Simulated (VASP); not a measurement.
Pt: single point with LDA

The system is Pt.

```
Pt
1.0
     2.78723    0.00000    0.00000
    -1.39362    2.41382    0.00000
     0.00000    0.00000    4.81282
Pt
2
Direct
  0.66667 0.33333 0.75000
  0.33333 0.66667 0.25000
```

```
Program                : VASP 6.6.1
Task                   : single point
Functional             : LDA
Potentials or basis    : VASP PAW LDA potentials, release 64 (Pt)
Cutoff                 : 520 eV
k mesh                 : 21 × 21 × 10
Occupations            : gaussian, width 0.15 eV
Spin                   : collinear spin, ferromagnetic start
Starting moments       : [0.1, 0.1] μB
Fixed moment           : 0.2 μB
Dipole correction      : no
Further INCAR settings : ALGO = Fast; EDIFF = 1e-07; NBANDS = 21
```

```json
{"Pressure": "-20.0 GPa", "Net moment": "0.20 μB per cell", "Site moments": "Pt +0.10 μB", "Valence electrons inside the program's atomic spheres": "Pt 9.14"}
```

Stress tensor (GPa, compression positive):
```
-20.40   0.00   0.00
  0.00 -20.40   0.00
  0.00   0.00 -19.07
```

Wall time 7.7 min on 1 thread of Oxide Virtual Turin-like Processor, with other jobs on the host, peak memory 0.32 GiB.

Caveat: the total moment is fixed, so each spin has its own Fermi level.
